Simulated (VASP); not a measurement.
# Br (P6_3/mmc) in VASP: further runs

Runs on Br. Level: PBE. Tasks: single point.

Everything below comes from runs of VASP 6.6.1. Logs are shortened: lines on timing, memory, paths and dates and some standing lists are left out, and cuts for length are marked.

## 1. The cell of the first run

The structure is hexagonal, space group P6_3/mmc (No. 194). Conventional cell: a = 2.639 Å, b = 2.639 Å, c = 4.284 Å, α = 90.00°, β = 90.00°, γ = 120.00°. Within 3.5 Å of Br (site symmetry -6m2) lie 12 Br at 2.63 to 2.64 Å.

## 2. Single point, PBE (volume scaled by 0.45)

Input file INCAR:

```
PREC = Accurate ; ENCUT = 520
EDIFF = 1E-6 ; ISMEAR = -1
SIGMA = 0.05 ; LREAL = F
LASPH = T ; NELM = 60
ALGO = Normal ; ISIF = 2
LWAVE = F ; LCHARG = T
GGA = PE ; LELF = T
LVHAR = T ; NBANDS = 14
```

Input file KPOINTS:

```
Automatic mesh
0
Gamma
  14 14 8
```

Input file POSCAR:

```
Br
1.0
    2.6388808427      0.0000000000      0.0000000000
   -1.3194404214      2.2853378473      0.0000000000
    0.0000000000      0.0000000000      4.2838534414
Br
2
Direct
    0.3333333333      0.6666666667      0.2500000000
    0.6666666667      0.3333333333      0.7500000000
```

Potentials or basis: VASP PAW PBE potentials, release 64 (Br).

On the command line:

```
cat potpaw_PBE.64/Br/POTCAR > POTCAR
mpirun -np 1 vasp_std > vasp.out
```

OUTCAR:

```text
PREC = Accurate
   ENCUT = 520
   EDIFF = 1E-6
   ISMEAR = -1
   LREAL = F
   LASPH = T
   NELM = 60
   ISIF = 2
   GGA = PE

 ion  position               nearest neighbor table
   1  0.333  0.667  0.250-   2 2.63   2 2.63   2 2.63   2 2.63   2 2.63   2 2.63
   2  0.667  0.333  0.750-   1 2.63   1 2.63   1 2.63   1 2.63   1 2.63   1 2.63

  LATTYP: Found a hexagonal cell.
 ALAT       =     2.6388808427
 C/A-ratio  =     1.6233599381

  Lattice vectors:

 A1 = (   2.6388808427,   0.0000000000,   0.0000000000)
 A2 = (  -1.3194404214,   2.2853378473,   0.0000000000)
 A3 = (   0.0000000000,   0.0000000000,   4.2838534414)

Analysis of symmetry for initial positions (statically):
=====================================================================
 Subroutine PRICEL returns:
 Original cell was already a primitive cell.

 Routine SETGRP: Setting up the symmetry group for a
 hexagonal supercell.

 Subroutine GETGRP returns: Found 24 space group operations
 (whereof 12 operations were pure point group operations)
 out of a pool of 24 trial point group operations.

The static configuration has the point symmetry D_3d.
 The point group associated with its full space group is D_6h.

Analysis of symmetry for dynamics (positions and initial velocities):
=====================================================================
 Subroutine PRICEL returns:
 Original cell was already a primitive cell.

 Routine SETGRP: Setting up the symmetry group for a
 hexagonal supercell.

 Subroutine GETGRP returns: Found 24 space group operations
 (whereof 12 operations were pure point group operations)
 out of a pool of 24 trial point group operations.

The dynamic configuration has the point symmetry D_3d.
 The point group associated with its full space group is D_6h.

 Subroutine INISYM returns: Found 24 space group operations
 (whereof 12 operations are pure point group operations),
 and found     1 'primitive' translations

----------------------------------------------------------------------------------------

                                     Primitive cell

  volume of cell :      25.8348

  direct lattice vectors                    reciprocal lattice vectors
     2.638880843  0.000000000  0.000000000     0.378948524  0.218786032  0.000000000
    -1.319440421  2.285337847  0.000000000     0.000000000  0.437572065  0.000000000
     0.000000000  0.000000000  4.283853441     0.000000000  0.000000000  0.233434690

  length of vectors
     2.638880843  2.638880843  4.283853441     0.437572065  0.437572065  0.233434690

  position of ions in fractional coordinates (direct lattice)
     0.333333333  0.666666667  0.250000000
     0.666666667  0.333333333  0.750000000

  ion indices of the primitive-cell ions
   primitive index   ion index
                 1           1
                 2           2

----------------------------------------------------------------------------------------

 KPOINTS: Automatic mesh

Automatic generation of k-mesh.
 Grid dimensions read from file:
 generate k-points for:   14   14    8

 Generating k-lattice:

  Cartesian coordinates                     Fractional coordinates (reciprocal lattice)
     0.027067752  0.015627574  0.000000000     0.071428571  0.000000000  0.000000000
     0.000000000  0.031255147  0.000000000     0.000000000  0.071428571  0.000000000
     0.000000000  0.000000000  0.029179336     0.000000000  0.000000000  0.125000000

  Length of vectors
     0.031255147  0.031255147  0.029179336

  Shift w.r.t. Gamma in fractional coordinates (k-lattice)
     0.000000000  0.000000000  0.000000000

 Subroutine IBZKPT returns following result:
 ===========================================

 Found    120 irreducible k-points:

 Following reciprocal coordinates:
            Coordinates               Weight
  0.000000  0.000000  0.000000      1.000000
  0.071429  0.000000  0.000000      6.000000
  0.142857  0.000000  0.000000      6.000000
  0.214286  0.000000  0.000000      6.000000
  0.285714  0.000000  0.000000      6.000000
  0.357143  0.000000  0.000000      6.000000
[... 16 lines left out ...]
  0.285714  0.285714  0.000000      6.000000
  0.357143  0.285714  0.000000      6.000000
 [... further k-points ...]
   k-points           NKPTS =    120   k-points in BZ     NKDIM =    120   number of bands    NBANDS=     14
   number of dos      NEDOS =    301   number of ions     NIONS =      2
   total plane-waves  NPLWV =  12800
   dimension x,y,z NGX =    20 NGY =   20 NGZ =   32
   dimension x,y,z NGXF=    40 NGYF=   40 NGZF=   64
   ions per type =               2
   NGX,Y,Z   is equivalent  to a cutoff of  12.60, 12.60, 12.42 a.u.
   NGXF,Y,Z  is equivalent  to a cutoff of  25.20, 25.20, 24.84 a.u.
 SYSTEM =  unknown system
   PREC   = accura    normal or accurate (medium, high low for compatibility)
   ISTART =      0    job   : 0-new  1-cont  2-samecut
   ICHARG =      2    charge: 1-file 2-atom 10-const
   ISPIN  =      1    spin polarized calculation?
   LNONCOLLINEAR =      F non collinear calculations
   LSORBIT =      F    spin-orbit coupling
   LASPH  =      T    aspherical Exc in radial PAW
   ENCUT  =  520.0 eV  38.22 Ry    6.18 a.u.   4.91  4.91  7.97*2*pi/ulx,y,z
   NELM   =     60;   NELMIN=  2; NELMDL= -5     # of ELM steps
   EDIFF  = 0.1E-05   stopping-criterion for ELM
   LREAL  =      F    real-space projection
   EDIFFG = 0.1E-04   stopping-criterion for IOM
   NSW    =      0    number of steps for IOM
   IBRION =     -1    ionic relax: 0-MD 1-quasi-New 2-CG
   NFREE  =      0    steps in history (QN), initial steepest desc. (CG)
   ISIF   =      2    stress and relaxation
   ISYM   =      2    0-nonsym 1-usesym 2-fastsym
   POTIM  = 0.5000    time-step for ionic-motion
   TEBEG  =    0.0;   TEEND  =   0.0 temperature during run
   PSTRESS=    0.0 pullay stress
   NELECT =      14.0000    total number of electrons
   NUPDOWN=      -1.0000    fix difference up-down
   EMIN   =  10.00;   EMAX   =-10.00  energy-range for DOS
   EFERMI =   0.00;   METHOD = LEGACY
   ISMEAR =    -1;   SIGMA  =   0.05  broadening in eV -4-tet -1-fermi 0-gaus
   EFERMI_NEDOS =   21; number of points for ismear=-14 and -15
   IALGO  =     38    algorithm
   IMIX   =      4    mixing-type and parameters
     AMIX     =   0.40;   BMIX     =  1.00
     AMIX_MAG =   1.60;   BMIX_MAG =  1.00
  volume/ion in A,a.u.               =      12.92        87.17
  Fermi-wavevector in a.u.,A,eV,Ry     =   1.334697  2.522211 24.237625  1.781415
  Thomas-Fermi vector in A             =   2.463458
   LORBIT       =      0    0 simple, 1 ext, 2 COOP (PROOUT), +10 PAW based schemes
   GGA     = PE    functional components
   LHFCALC =     F    Hartree Fock is set to
   AEXX    =    0.0000 exact exchange contribution
   IVDW    =     0    specifies the selected vdW correction
   LEPSILON=     F    determine dielectric tensor
   LRPA    =     F    only Hartree local field effects (RPA)
 non-spin polarized calculation
  energy-cutoff  :      520.00
  volume of cell :       25.83
 maximum number of plane-waves:       712
 NGX is ok and might be reduce to    20
   NGX =  9   NGY =  9   NGZ = 15

 number of electron      13.9999996 magnetization

 Free energy of the ion-electron system (eV)
  ---------------------------------------------------
  ext. energy  EPLUGINS =         0.00000000
  ---------------------------------------------------
  free energy    TOTEN  =         3.35168072 eV

  energy without entropy =        3.36605440  energy(sigma->0) =        3.35886756

 E-fermi :  12.3162     XC(G=0): -12.9142

 val. band max:       12.3145887360   @ k =   0.3571   0.2143   0.5000
 cond. band min:      12.3174781069   @ k =   0.1429   0.0714   0.1250
 fundamental gap:      0.0028893709
 Fermi energy:        12.3161748794

 k-point     1 :       0.0000    0.0000    0.0000
  band No.  band energies     occupation
      1     -10.7064      2.00000
      2      -5.1125      2.00000
      3       0.2402      2.00000
      4      13.2166      0.00000
      5      13.2166      0.00000
      6      15.2994      0.00000
      7      15.2994      0.00000
      8      15.6784      0.00000
      9      21.1311      0.00000
     10      24.0272      0.00000
     11      24.4191      0.00000
     12      24.4191      0.00000
     13      26.8339      0.00000
     14      26.8339      0.00000

 k-point     2 :       0.0714    0.0000    0.0000
  band No.  band energies     occupation
      1     -10.5714      2.00000
      2      -4.9957      2.00000
      3       0.3762      2.00000
      4      12.0629      1.98745
      5      12.7979      0.00013
      6      14.7070      0.00000
      7      15.3418      0.00000
      8      15.5500      0.00000
      9      21.7080      0.00000
     10      23.1376      0.00000
     11      24.6811      0.00000
     12      25.1834      0.00000
     13      26.4464      0.00000
     14      26.8497      0.00000

 k-point     3 :       0.1429    0.0000    0.0000
  band No.  band energies     occupation
      1     -10.1683      2.00000
      2      -4.6527      2.00000
      3       0.7817      2.00000
      4       9.6943      2.00000
      5      11.9247      1.99920
      6      13.1442      0.00000
      7      15.0979      0.00000
      8      15.1934      0.00000
      9      20.5768      0.00000
     10      24.2446      0.00000
     11      24.6541      0.00000
     12      25.5590      0.00000
     13      25.6735      0.00000
     14      26.2662      0.00000
[... 324 lines left out ...]
 k-point    23 :       0.2857    0.2857    0.0000
  band No.  band energies     occupation
      1      -4.9184      2.00000
      2      -2.8849      2.00000
      3       2.7344      2.00000
      4       4.1871      2.00000
      5       6.0982      2.00000
      6       6.5456      2.00000
      7       8.0468      2.00000
      8       8.8605      2.00000
      9      15.7829      0.00000
     10      25.4461      0.00000
     11      26.1964      0.00000
     12      27.1896      0.00000
     13      30.0894      0.00000
     14      30.3872      0.00000

 k-point    24 :       0.3571    0.2857    0.0000
  band No.  band energies     occupation
      1      -4.1201      2.00000
      2      -3.3694      2.00000
      3       2.3159      2.00000
      4       5.0996      2.00000
      5       5.4840      2.00000
      6       6.9659      2.00000
      7       7.5681      2.00000
      8       8.0355      2.00000
      9      15.3808      0.00000
     10      25.7265      0.00000
     11      28.0321      0.00000
     12      28.4301      0.00000
     13      28.8936      0.00000
     14      29.3155      0.00000

 [... further k-points ...]
[... 5 lines left out ...]
  --------------------------------------------------------------------------------------
  -------------------------------------------------------------------------------------
  Total       19.6740118     19.6740118     19.7992289     -0.0000000      0.0000000     -0.0000000
  in kB     1220.1092325   1220.1092325   1227.8747313     -0.0000000      0.0000000     -0.0000000
  external PRESSURE =    1222.6977321 kB  Pullay stress =       0.0000000 kB

 VOLUME and BASIS-vectors are now :
 -----------------------------------------------------------------------------
  energy-cutoff  :      520.00
  volume of cell :       25.83
      direct lattice vectors                 reciprocal lattice vectors
     2.638880843  0.000000000  0.000000000     0.378948524  0.218786032  0.000000000
    -1.319440421  2.285337847  0.000000000     0.000000000  0.437572065  0.000000000
     0.000000000  0.000000000  4.283853441     0.000000000  0.000000000  0.233434690

 POSITION                                       TOTAL-FORCE (eV/Angst)
 -----------------------------------------------------------------------------------
     -0.00000      1.52356      1.07096        -0.000000      0.000000      0.000000
      1.31944      0.76178      3.21289         0.000000     -0.000000      0.000000
 -----------------------------------------------------------------------------------
    total drift:                                0.000000     -0.000000      0.000000

  FREE ENERGIE OF THE ION-ELECTRON SYSTEM (eV)
  ---------------------------------------------------
  free  energy   TOTEN  =         3.3516807156 eV

  energy  without entropy=        3.3660544031  energy(sigma->0) =        3.35886756
```

Run time: 13 s. Hardware: 1 thread of Intel Xeon 6975P-C (Granite Rapids), shared host; peak memory 0.15 GiB.

Results:

* Free energy: 3.3517 eV
* Pressure: 122.3 GPa
* Band gap on the k mesh: zero (band 7 reaches 15.34 eV, above the bottom of band 8 at 8.04 eV)

Stress tensor (GPa, compression positive):
```
122.01   0.00   0.00
  0.00 122.01   0.00
  0.00   0.00 122.79
```

(Continued in part 2 of 3.)
